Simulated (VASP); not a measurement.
**CsSnI3: single point with PBE**

The system is CsSnI3.

```
Cs Sn I
1.0
     6.24149    0.00000    0.00000
     0.00000    6.24149    0.00000
     0.00000    0.00000    6.11666
Cs Sn I
1 1 3
Cartesian
  0.0000 0.0000 0.0000
  3.1207 3.1207 3.0583
  3.1207 3.1207 0.0000
  3.1207 0.0000 3.0583
  0.0000 3.1207 3.0583
```

This cell differs from its parent crystal: uniaxial z strain -2.0%.

| Quantity | Value |
| --- | --- |
| Program | VASP 6.6.1 |
| Task | single point |
| Functional | PBE |
| Potentials or basis | VASP PAW PBE potentials, release 64 (Cs_sv, Sn_d, I) |
| Cutoff | 520 eV |
| k mesh | 4 × 4 × 4 |
| Occupations | fermi-dirac, width 0.02 eV |
| Spin | no spin polarisation |

```yaml
Pressure: 0.9 GPa
Band_gap_on_the_k_mesh: 0.24 eV, direct
```

Stress tensor (GPa, compression positive):
```
0.61 0.00 0.00
0.00 0.61 0.00
0.00 0.00 1.42
```

Levels at points of the mesh, in eV from the valence-band top:
```csv
k point,band 18,band 19,band 20,band 21,band 22,band 23,band 24,band 25,band 26,band 27
"(0.00, 0.00, 0.00)",-2.39,-2.37,-2.23,-2.22,-2.22,2.14,3.04,3.08,3.35,3.41
"(0.50, 0.00, 0.00)",-2.60,-2.55,-2.35,-2.33,-1.65,1.04,3.66,3.88,4.15,4.18
"(0.50, 0.50, 0.00)",-2.67,-2.67,-2.57,-1.82,-0.89,0.74,0.74,4.16,4.21,4.32
"(0.00, 0.00, 0.50)",-2.66,-2.55,-2.35,-2.35,-1.50,1.08,3.75,3.89,4.14,4.16
"(0.50, 0.00, 0.50)",-2.73,-2.69,-2.57,-1.79,-0.75,0.67,0.79,3.83,4.16,4.32
"(0.50, 0.50, 0.50)",-2.56,-1.81,-1.77,-1.77,0.00,0.24,0.24,0.37,2.95,3.90
```

Run time: 2.9 min on 1 thread of Oxide Virtual Turin-like Processor (shared host), peak memory 0.36 GiB.

Caveat: the cell differs from its parent crystal (uniaxial z strain -2.0%); spin-orbit coupling is left out, which moves the levels of the heavy elements. A k mesh can miss the band edges.
